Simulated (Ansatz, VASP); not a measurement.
# Pb in VASP and in Ansatz

File INCAR:

```
SYSTEM = Pb
  PREC = Accurate
  ENCUT = 520
  EDIFF = 1E-8
  ISMEAR = -1
  SIGMA = 0.05
  LREAL = .False.
  LASPH = .True.
  NELM = 60
  ALGO = Normal
  ISIF = 2
  LWAVE = .False.
  LCHARG = .False.
  LEFG = .True.
  NBANDS = 21
```

Contents of KPOINTS:

```
regular mesh
0
Gamma
  8 8 8
  0 0 0
```

POSCAR

```
Pb
1.0
    0.0000000000      3.4046100549      3.4390000555
    3.4046100549      0.0000000000      3.4390000555
    3.4046100549      3.4046100549      0.0000000000
Pb
2
Direct
    0.0000000000      0.0000000000      0.0000000000
    0.2500000000      0.2500000000      0.2500000000
```

Input for Ansatz:

```yaml
crystal:
  lattice:
    - [0.0, 3.4046100549, 3.4390000555]
    - [3.4046100549, 0.0, 3.4390000555]
    - [3.4046100549, 3.4046100549, 0.0]
  atoms:
    - { symbol: Pb, position: [0.0, 0.0, 0.0] }
    - { symbol: Pb, position: [0.25, 0.25, 0.25] }
kpoints:
  mp_grid: { grid: [8, 8, 8] }
scf:
  occupations: { method: fermi_dirac, width: 0.05 }
hamiltonian:
  xc: lda
  pseudopotentials: { kind: paw }
output:
  forces: true
  stress: true
  eigenvalues: true
  efg: { contact_densities: true }
```

Change from the starting cell: equal xx and yy strain of -1 %, PAW files.

Alike in both runs: task electric field gradients; functional LDA; k mesh 8 × 8 × 8; occupations fermi-dirac, width 0.05 eV; no spin polarisation.

|  | VASP | Ansatz |
| --- | --- | --- |
| version | VASP 6.6.1 | Ansatz 0.2.0 |
| potentials or method | VASP PAW LDA potentials, release 64 (Pb_d) | PAW with Ansatz's default frozen-core files, scalar-relativistic |
| plane-wave cutoff (eV) | 520 | 420 |
| valence electrons in the cell | 28 | 28 |

Ansatz gave:

| Item | Value |
| --- | --- |
| pressure (GPa) | -0.1 |
| traceless stress, the component that is largest in VASP (GPa) | -0.07 |
| size of Vzz on the site where it differs most (V/Å²) | 9.3 |

Estimate VASP's values.

pressure (GPa): -0.1; traceless stress, the component that is largest in VASP (GPa): -0.07; size of Vzz on the site where it differs most (V/Å²): 9.0.

LDA's correlation is that of Perdew and Zunger in VASP and of Perdew and Wang (1992) in Ansatz.

Neither program's run includes spin-orbit coupling.
